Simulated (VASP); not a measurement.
Write the native input for VASP 6.6.1 that does the following.

```
Task                   : single point
Functional             : PBE
Potentials or basis    : VASP PAW PBE potentials, release 64 (Ru_pv, Se)
Cutoff                 : 520 eV
k mesh                 : 6 × 6 × 6
Occupations            : gaussian, width 0.05 eV
Spin                   : no spin polarisation
Hubbard terms          : Ru d U = 6.0 eV
Dipole correction      : no
Further INCAR settings : ALGO = Normal; EDIFF = 1e-06; NBANDS = 17
```

The structure of RuSe lies in POSCAR:

```
RuSe
1.0
    3.1876923100      0.0000000000      0.0000000000
    0.0000000000      3.1876923100      0.0000000000
    0.0000000000      0.0000000000      3.1876923100
Ru Se
1 1
Direct
    0.0000000000      0.0000000000      0.0000000000
    0.5000000000      0.5000000000      0.5000000000
```

The input as run:

INCAR

```
SYSTEM = RuSe
PREC = Accurate
ENCUT = 520
EDIFF = 1E-6
ISMEAR = 0
SIGMA = 0.05
LREAL = .FALSE.
LASPH = .TRUE.
NELM = 150
ALGO = Normal
ISIF = 2
LWAVE = .FALSE.
LCHARG = .FALSE.
LMAXMIX = 4
LDAU = .TRUE.
LDAUTYPE = 2
LDAUL = 2 -1
LDAUU = 6 0
LDAUJ = 0 0
LDAUPRINT = 1
GGA = PE
NBANDS = 17
```

KPOINTS

```
regular mesh
0
G
  6 6 6
  0 0 0
```

Potentials or basis: VASP PAW PBE potentials, release 64 (Ru_pv, Se).

The run is started by

```console
$ cat potpaw_PBE.64/Ru_pv/POTCAR potpaw_PBE.64/Se/POTCAR > POTCAR
$ mpirun -np 1 vasp_std > vasp.out
```

Results of the run:

```json
{
  "Pressure": "-10.7 GPa",
  "Band gap on the k mesh": "zero (band 10 reaches 11.67 eV, above the bottom of band 11 at 8.08 eV)"
}
```

Caveat: U without spin polarisation on a metal has little footing.

Run time: 10 s on 1 thread of Intel(R) Xeon(R) 6975P-C (Granite Rapids), on a shared host, peak memory 0.13 GiB.
